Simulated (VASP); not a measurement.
A run of VASP 6.6.1:

POSCAR

```
LiCl
1.0
    0.0000000000      2.5555041468      2.5555041468
    2.5555041468      0.0000000000      2.5555041468
    2.5555041468      2.5555041468      0.0000000000
Cl Li
1 1
Direct
    0.5000000000      0.5000000000      0.5000000000
    0.0000000000      0.0000000000      0.0000000000
```

The input INCAR.step1:

```
ALGO     = Normal         # electronic algorithm
EDIFF    = 1E-5           # SCF threshold, eV
ENCUT    = 520            # plane-wave cutoff, eV
GGA      = PE             # functional
ISIF     = 2              # what is computed and relaxed
ISMEAR   = -1             # smearing method
LASPH    = T              # aspherical terms in the spheres
LCHARG   = F              # write CHGCAR
LREAL    = F              # projectors in reciprocal space
LWAVE    = T              # write WAVECAR
NBANDS   = 12             # bands
NELM     = 100            # most SCF steps
PREC     = Accurate       # precision mode
SIGMA    = 0.05           # smearing width, eV
```

INCAR.step2

```
AEXX     = 0.25           # exact-exchange fraction
ALGO     = Normal         # electronic algorithm
EDIFF    = 1E-7           # SCF threshold, eV
ENCUT    = 520            # plane-wave cutoff, eV
GGA      = PE             # functional
ISIF     = 2              # what is computed and relaxed
ISMEAR   = -1             # smearing method
ISTART   = 1            
LASPH    = T              # aspherical terms in the spheres
LCHARG   = F              # write CHGCAR
LHFCALC  = T              # exact exchange
LREAL    = F              # projectors in reciprocal space
LWAVE    = F              # write WAVECAR
NBANDS   = 12             # bands
NELM     = 100            # most SCF steps
PREC     = Accurate       # precision mode
PRECFOCK = Normal       
SIGMA    = 0.05           # smearing width, eV
```

KPOINTS

```
k-points
0
Gamma
  5 5 5
```

Potentials or basis: VASP PAW PBE potentials, release 64 (Cl, Li_sv).

The run is started by

```sh
$ cat potpaw_PBE.64/Cl/POTCAR potpaw_PBE.64/Li_sv/POTCAR > POTCAR
$ cp INCAR.step1 INCAR
$ mpirun -np 1 vasp_std > vasp.out
$ cp INCAR.step2 INCAR
$ mpirun -np 1 vasp_std > vasp.out
```

Hardware: 1 thread of Intel Xeon 8259CL, on a shared host.

Estimate the wall time of this run.

Run time: 7.9 min on 1 thread of Intel Xeon 8259CL, with other jobs on the host, peak memory 0.16 GiB. Counts: k points 10.
